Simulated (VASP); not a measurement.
A run of VASP 6.6.1 is set up as follows.

The input INCAR:

```
SYSTEM = Sn3As
  PREC = Accurate
  ENCUT = 520
  EDIFF = 1E-7
  ISMEAR = 0
  SIGMA = 0.1
  LREAL = .False.
  LASPH = .True.
  NELM = 100
  ALGO = Normal
  ISIF = 2
  LWAVE = .False.
  LCHARG = .True.
  GGA = PE
  LELF = .True.
  LVHAR = .True.
  NBANDS = 32
```

The input KPOINTS:

```
Automatic mesh
0
Gamma
  6 6 4
  0 0 0
```

The input POSCAR:

```
Sn3As
1.0
    5.3752360619      0.0000000030      0.0000000000
   -2.6876180336      4.6550909794      0.0000000000
    0.0000000000      0.0000000000      5.3991931439
Sn As
3 1
Direct
    0.3333333333      0.6666666667      0.0000000000
    0.6666666667      0.3333333333      0.0000000000
    0.0000000000      0.0000000000      0.5000000000
    0.0000000000      0.0000000000      0.0000000000
```

Potentials or basis: VASP PAW PBE potentials, release 64 (Sn_d, As).

Launch:

```sh
$ cat potpaw_PBE.64/Sn_d/POTCAR potpaw_PBE.64/As/POTCAR > POTCAR
$ mpirun -np 1 vasp_std > vasp.out
```

Q: Estimate the pressure.

A: 0.0 GPa.

Q: What does it give for the band gap on the k mesh?

A: Zero (an odd number of electrons rules out a gap without spin polarisation).

Caveat: spin-orbit coupling is left out, which moves the levels of the heavy elements.
